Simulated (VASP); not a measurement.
# MgO2 (Pa-3) in VASP: further runs

The runs below take MgO2 through single point, relaxation of the atoms, with PBEsol.

All numbers are computed with VASP 6.6.1; they aren't measurements. Logs are shortened: lines on timing, memory, paths and dates and some standing lists are left out, and cuts for length are marked.

**1. The cell of the first run**

It takes space group Pa-3 (No. 205, cubic). Conventional cell: a = 4.936 Å, b = 4.936 Å, c = 4.936 Å, α = 90.00°, β = 90.00°, γ = 90.00°. Mg (site symmetry -3) has 6 O at 2.13 Å within 2.8 Å. Within 2.0 Å of O (site symmetry 3) lie 1 O at 1.49 Å.

**2. Single point, PBEsol (10.02 Å³/atom)**

INCAR reads:

```
SYSTEM = MgO2
PREC     = Accurate       ! precision mode
ENCUT    = 840            ! plane-wave cutoff, eV
EDIFF    = 1E-6           ! SCF threshold, eV
ISMEAR   = 0              ! smearing method
SIGMA    = 0.02           ! smearing width, eV
LREAL    = .FALSE.        ! projectors in reciprocal space
LASPH    = .TRUE.         ! aspherical terms in the spheres
NELM     = 120            ! most SCF steps
ALGO     = Normal         ! electronic algorithm
ISIF     = 2              ! what is computed and relaxed
LWAVE    = .FALSE.        ! write WAVECAR
LCHARG   = .FALSE.        ! write CHGCAR
GGA      = PS             ! functional
NBANDS   = 56             ! bands
GGA_COMPAT= .FALSE.
```

KPOINTS reads:

```
Automatic mesh
0
G
  6 6 6
  0 0 0
```

POSCAR reads:

```
MgO2
1.0
    4.9357731059      0.0000000000      0.0000000000
    0.0000000000      4.9357731059      0.0000000000
    0.0000000000      0.0000000000      4.9357731059
Mg O
4 8
Direct
    0.0000000000      0.5000000000      0.5000000000
    0.5000000000      0.5000000000      0.0000000000
    0.5000000000      0.0000000000      0.5000000000
    0.0000000000      0.0000000000      0.0000000000
    0.4127151144      0.0872848856      0.9127151144
    0.0872848856      0.9127151144      0.4127151144
    0.9127151144      0.4127151144      0.0872848856
    0.5872848856      0.5872848856      0.5872848856
    0.4127151144      0.4127151144      0.4127151144
    0.0872848856      0.5872848856      0.9127151144
    0.9127151144      0.0872848856      0.5872848856
    0.5872848856      0.9127151144      0.0872848856
```

Potentials or basis: VASP PAW PBE potentials, release 64 (Mg_sv, O).

The run is started by

```console
$ cat potpaw_PBE.64/Mg_sv/POTCAR potpaw_PBE.64/O/POTCAR > POTCAR
$ mpirun -np 1 vasp_std > vasp.out
```

OUTCAR:

```text
SYSTEM = MgO2
   PREC = Accurate
   ENCUT = 840
   EDIFF = 1E-6
   ISMEAR = 0
   LREAL = .FALSE.
   LASPH = .TRUE.
   NELM = 120
   ISIF = 2
   GGA = PS

 ion  position               nearest neighbor table
   1  0.000  0.500  0.500-   6 2.13   7 2.13   8 2.13   9 2.13  10 2.13  11 2.13
   2  0.500  0.500  0.000-   5 2.13   7 2.13   8 2.13   9 2.13  10 2.13  12 2.13
   3  0.500  0.000  0.500-   5 2.13   6 2.13   8 2.13   9 2.13  11 2.13  12 2.13
   4  0.000  0.000  0.000-   5 2.13   6 2.13   7 2.13  10 2.13  11 2.13  12 2.13
   5  0.413  0.087  0.913-  12 1.49   3 2.13   4 2.13   2 2.13
   6  0.087  0.913  0.413-  11 1.49   3 2.13   4 2.13   1 2.13
   7  0.913  0.413  0.087-  10 1.49   2 2.13   4 2.13   1 2.13
   8  0.587  0.587  0.587-   9 1.49   2 2.13   3 2.13   1 2.13
   9  0.413  0.413  0.413-   8 1.49   2 2.13   3 2.13   1 2.13
  10  0.087  0.587  0.913-   7 1.49   2 2.13   4 2.13   1 2.13
  11  0.913  0.087  0.587-   6 1.49   3 2.13   4 2.13   1 2.13
  12  0.587  0.913  0.087-   5 1.49   3 2.13   4 2.13   2 2.13

  LATTYP: Found a simple cubic cell.
 ALAT       =     4.9357731059

  Lattice vectors:

 A1 = (   4.9357731059,   0.0000000000,   0.0000000000)
 A2 = (   0.0000000000,   4.9357731059,   0.0000000000)
 A3 = (   0.0000000000,   0.0000000000,   4.9357731059)

Analysis of symmetry for initial positions (statically):
=====================================================================
 Subroutine PRICEL returns:
 Original cell was already a primitive cell.

 Routine SETGRP: Setting up the symmetry group for a
 simple cubic supercell.

 Subroutine GETGRP returns: Found 24 space group operations
 (whereof  6 operations were pure point group operations)
 out of a pool of 48 trial point group operations.

The static configuration has the point symmetry S_6 .
 The point group associated with its full space group is T_h .

Analysis of symmetry for dynamics (positions and initial velocities):
=====================================================================
 Subroutine PRICEL returns:
 Original cell was already a primitive cell.

 Routine SETGRP: Setting up the symmetry group for a
 simple cubic supercell.

 Subroutine GETGRP returns: Found 24 space group operations
 (whereof  6 operations were pure point group operations)
 out of a pool of 48 trial point group operations.

The dynamic configuration has the point symmetry S_6 .
 The point group associated with its full space group is T_h .

[... 128 lines left out ...]
   NELECT =      88.0000    total number of electrons
   NUPDOWN=      -1.0000    fix difference up-down
   EMIN   =  10.00;   EMAX   =-10.00  energy-range for DOS
   EFERMI =   0.00;   METHOD = LEGACY
   ISMEAR =     0;   SIGMA  =   0.02  broadening in eV -4-tet -1-fermi 0-gaus
   EFERMI_NEDOS =   21; number of points for ismear=-14 and -15
   IALGO  =     38    algorithm
   IMIX   =      4    mixing-type and parameters
     AMIX     =   0.40;   BMIX     =  1.00
     AMIX_MAG =   1.60;   BMIX_MAG =  1.00
  volume/ion in A,a.u.               =      10.02        67.62
  Fermi-wavevector in a.u.,A,eV,Ry     =   1.475301  2.787914 29.613244  2.176512
  Thomas-Fermi vector in A             =   2.589967
   LORBIT       =      0    0 simple, 1 ext, 2 COOP (PROOUT), +10 PAW based schemes
   GGA     = PS    functional components
   LHFCALC =     F    Hartree Fock is set to
   AEXX    =    0.0000 exact exchange contribution
   IVDW    =     0    specifies the selected vdW correction
   LEPSILON=     F    determine dielectric tensor
   LRPA    =     F    only Hartree local field effects (RPA)
 non-spin polarized calculation
 Gauss-broadening in eV      SIGMA  =   0.02
  energy-cutoff  :      840.00
  volume of cell :      120.24
 maximum number of plane-waves:      6704
 NGX is ok and might be reduce to    48
   NGX = 23   NGY = 23   NGZ = 23

 number of electron      88.0000053 magnetization

 Free energy of the ion-electron system (eV)
  ---------------------------------------------------
  ext. energy  EPLUGINS =         0.00000000
  ---------------------------------------------------
  free energy    TOTEN  =       -69.54565426 eV

  energy without entropy =      -69.54565426  energy(sigma->0) =      -69.54565426

 E-fermi :   2.5006     XC(G=0): -10.9024

 val. band max:        2.3005044774   @ k =   0.0000   0.0000   0.0000
 cond. band min:       6.0602776851   @ k =   0.3333   0.1667   0.1667
 fundamental gap:      3.7597732077
 Fermi energy:         2.5005632992

 k-point     1 :       0.0000    0.0000    0.0000
  band No.  band energies     occupation
      1     -70.3352      2.00000
      2     -70.3339      2.00000
      3     -70.3339      2.00000
      4     -70.3339      2.00000
      5     -37.3012      2.00000
      6     -37.3012      2.00000
[... 1405 lines left out ...]
     55      12.6517      0.00000
     56      12.6517      0.00000

------------------------ aborting loop because EDIFF is reached ----------------------------------------

  FORCE on cell =-STRESS in cart. coord.  units (eV):
  Direction    XX          YY          ZZ          XY          YZ          ZX
  --------------------------------------------------------------------------------------
  -------------------------------------------------------------------------------------
  Total       -4.9394402     -4.9394402     -4.9394402      0.0000000     -0.0000000     -0.0000000
  in kB      -65.8146772    -65.8146772    -65.8146772      0.0000000     -0.0000000     -0.0000000
  external PRESSURE =     -65.8146772 kB  Pullay stress =       0.0000000 kB

 VOLUME and BASIS-vectors are now :
 -----------------------------------------------------------------------------
  energy-cutoff  :      840.00
  volume of cell :      120.24
      direct lattice vectors                 reciprocal lattice vectors
     4.935773106  0.000000000  0.000000000     0.202602506  0.000000000  0.000000000
     0.000000000  4.935773106  0.000000000     0.000000000  0.202602506  0.000000000
     0.000000000  0.000000000  4.935773106     0.000000000  0.000000000  0.202602506

 POSITION                                       TOTAL-FORCE (eV/Angst)
 -----------------------------------------------------------------------------------
      0.00000      2.46789      2.46789        -0.000000      0.000000     -0.000000
      2.46789      2.46789      0.00000        -0.000000      0.000000     -0.000000
      2.46789      0.00000      2.46789        -0.000000      0.000000     -0.000000
      0.00000      0.00000      0.00000        -0.000000      0.000000     -0.000000
      2.03707      0.43082      4.50495        -0.078887      0.078887     -0.078887
      0.43082      4.50495      2.03707         0.078887     -0.078887     -0.078887
      4.50495      2.03707      0.43082        -0.078887     -0.078887      0.078887
      2.89870      2.89870      2.89870         0.078887      0.078887      0.078887
      2.03707      2.03707      2.03707        -0.078887     -0.078887     -0.078887
      0.43082      2.89870      4.50495         0.078887      0.078887     -0.078887
      4.50495      0.43082      2.89870        -0.078887      0.078887      0.078887
      2.89870      4.50495      0.43082         0.078887     -0.078887      0.078887
 -----------------------------------------------------------------------------------
    total drift:                                0.000000      0.000000      0.000000

  FREE ENERGIE OF THE ION-ELECTRON SYSTEM (eV)
  ---------------------------------------------------
  free  energy   TOTEN  =       -69.5456542621 eV

  energy  without entropy=      -69.5456542621  energy(sigma->0) =      -69.54565426
```

stdout:

```text
POSCAR found type information on POSCAR MgO
 POSCAR found :  2 types and      12 ions
 scaLAPACK will be used
 -----------------------------------------------------------------------------
|                                                                             |
|                                                                             |
|     You enforced a specific xc type in the INCAR file but a different       |
|     I HOPE YOU KNOW WHAT YOU ARE DOING!                                     |
|                                                                             |
 -----------------------------------------------------------------------------

 LDA part: xc-table for (Slater+PW92), standard interpolation
 POSCAR, INCAR and KPOINTS ok, starting setup
 FFT: planning ... GRIDC
 FFT: planning ... GRID_SOFT
 FFT: planning ... GRID
 WAVECAR not read
 entering main loop
```

Wall time 7.2 min (1 thread of AMD EPYC 7R43 (Zen 3), shared host); peak memory 0.42 GiB.

Results:

```yaml
Free_energy: -69.5457 eV
Pressure: -6.6 GPa
Largest_force: 0.137 eV/Å
Band_gap_on_the_k_mesh: 3.76 eV (least direct gap 3.86 eV)
```

Forces in eV/Å, atoms in the order of the input:
```
Mg   0.000  0.000  0.000
Mg   0.000  0.000  0.000
Mg   0.000  0.000  0.000
Mg   0.000  0.000  0.000
O   -0.079  0.079 -0.079
O    0.079 -0.079 -0.079
O   -0.079 -0.079  0.079
O    0.079  0.079  0.079
O   -0.079 -0.079 -0.079
O    0.079  0.079 -0.079
O   -0.079  0.079  0.079
O    0.079 -0.079  0.079
```

Levels at points of the mesh, in eV from the valence-band top:
```csv
k point,band 42,band 43,band 44,band 45,band 46,band 47
"(0.00, 0.00, 0.00)",-0.45,0.00,0.00,4.45,4.45,4.45
"(0.50, 0.00, 0.00)",-0.67,-0.12,-0.12,3.82,3.82,4.35
"(0.50, 0.50, 0.00)",-0.48,-0.48,-0.48,4.08,4.08,4.08
"(0.50, 0.50, 0.50)",-0.53,-0.53,-0.53,4.41,4.41,4.41
```

Caveat: the cell stands under tension; the PAW data sets were made with another functional, which shifts forces and pressure a little. A k mesh can miss the band edges.

**3. Relaxation of the atoms, PBEsol (9.74 Å³/atom)**

This run uses another cell than the first one, of 9.74 Å³/atom.

INCAR reads:

```
SYSTEM = MgO2
ALGO = Normal
EDIFF = 1E-6
EDIFFG = -0.01
ENCUT = 520
GGA = PS
IBRION = 2
ISIF = 2
ISMEAR = 0
LASPH = .True.
LCHARG = .False.
LREAL = .False.
LWAVE = .False.
NELM = 100
NSW = 50
PREC = Accurate
SIGMA = 0.02
```

KPOINTS reads:

```
k-points
0
Gamma
  6 6 6
  0 0 0
```

POSCAR reads:

```
MgO2
1.0
    4.8887628865      0.0000000000      0.0000000000
    0.0000000000      4.8887628865      0.0000000000
    0.0000000000      0.0000000000      4.8887628865
Mg O
4 8
Direct
    0.0000000000      0.5000000000      0.5000000000
    0.5000000000      0.5000000000      0.0000000000
    0.5000000000      0.0000000000      0.5000000000
    0.0000000000      0.0000000000      0.0000000000
    0.4116319358      0.0883680642      0.9116319358
    0.0883680642      0.9116319358      0.4116319358
    0.9116319358      0.4116319358      0.0883680642
    0.5883680642      0.5883680642      0.5883680642
    0.4116319358      0.4116319358      0.4116319358
    0.0883680642      0.5883680642      0.9116319358
    0.9116319358      0.0883680642      0.5883680642
    0.5883680642      0.9116319358      0.0883680642
```

Potentials or basis: VASP PAW PBE potentials, release 64 (Mg, O).

The run is started by

```console
$ cat potpaw_PBE.64/Mg/POTCAR potpaw_PBE.64/O/POTCAR > POTCAR
$ mpirun -np 1 vasp_std > vasp.out
```

Wall time 4.2 min (1 thread of Oxide Virtual Turin-like, shared host); peak memory 0.21 GiB.

It converged, with:

| Item | Value |
| --- | --- |
| Free energy | -69.7461 eV |
| Energy gained by relaxing | 0.0 meV/atom |
| Ionic steps | 3 |
| Pressure after relaxing | -4.2 GPa |
| Band gap on the k mesh | 3.79 eV (least direct gap 3.90 eV) |

Final structure:
```
Mg O
1.0
     4.88876    0.00000    0.00000
     0.00000    4.88876    0.00000
     0.00000    0.00000    4.88876
Mg O
4 8
Direct
  0.00000 0.50000 0.50000
  0.50000 0.50000 0.00000
  0.50000 0.00000 0.50000
  0.00000 0.00000 0.00000
  0.41169 0.08831 0.91169
  0.08831 0.91169 0.41169
  0.91169 0.41169 0.08831
  0.58831 0.58831 0.58831
  0.41169 0.41169 0.41169
  0.08831 0.58831 0.91169
  0.91169 0.08831 0.58831
  0.58831 0.91169 0.08831
```

Levels at points of the mesh, in eV from the valence-band top:
| k point | band 25 | band 26 | band 27 | band 28 | band 29 | band 30 | band 31 | band 32 |
| --- | --- | --- | --- | --- | --- | --- | --- | --- |
| (0.00, 0.00, 0.00) | -0.47 | -0.47 | 0.00 | 0.00 | 4.45 | 4.45 | 4.45 | 4.50 |
| (0.50, 0.00, 0.00) | -0.70 | -0.70 | -0.12 | -0.12 | 3.85 | 3.85 | 4.34 | 4.34 |
| (0.50, 0.50, 0.00) | -0.49 | -0.49 | -0.49 | -0.49 | 4.09 | 4.09 | 4.09 | 4.09 |
| (0.50, 0.50, 0.50) | -0.55 | -0.55 | -0.55 | -0.55 | 4.40 | 4.40 | 4.40 | 4.40 |

Caveat: the PAW data sets were made with another functional, which shifts forces and pressure a little. A k mesh can miss the band edges.
